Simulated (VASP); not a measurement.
Here is a VASP 6.6.1 calculation.

File INCAR:

```
PREC     = Accurate       # precision mode
ENCUT    = 520            # plane-wave cutoff, eV
EDIFF    = 1E-7           # SCF threshold, eV
ISMEAR   = -1             # smearing method
SIGMA    = 0.13605693000000002 # smearing width, eV
LREAL    = False          # projectors in reciprocal space
LASPH    = True           # aspherical terms in the spheres
NELM     = 80             # most SCF steps
ALGO     = Normal         # electronic algorithm
ISIF     = 2              # what is computed and relaxed
LWAVE    = False          # write WAVECAR
LCHARG   = False          # write CHGCAR
NBANDS   = 13             # bands
```

The input KPOINTS:

```
regular mesh
0
Gamma
  11 11 11
```

POSCAR

```
Sn
1.0
    3.0176002456      0.0000000000      0.0000000000
    0.0000000000      3.0176002456      0.0000000000
    0.0000000000      0.0000000000      3.0176002456
Sn
1
Direct
    0.0000000000      0.0000000000      0.0000000000
```

Potentials or basis: VASP PAW LDA potentials, release 64 (Sn_d).

Launch:

```console
$ cat potpaw_LDA.64/Sn_d/POTCAR > POTCAR
$ mpirun -np 1 vasp_std > vasp.out
```

Predict the band gap on the k mesh.

zero (band 7 reaches 12.94 eV, above the bottom of band 8 at 5.53 eV).

Predict the pressure.

-0.5 GPa.

Caveat: spin-orbit coupling is left out, which moves the levels of the heavy elements.
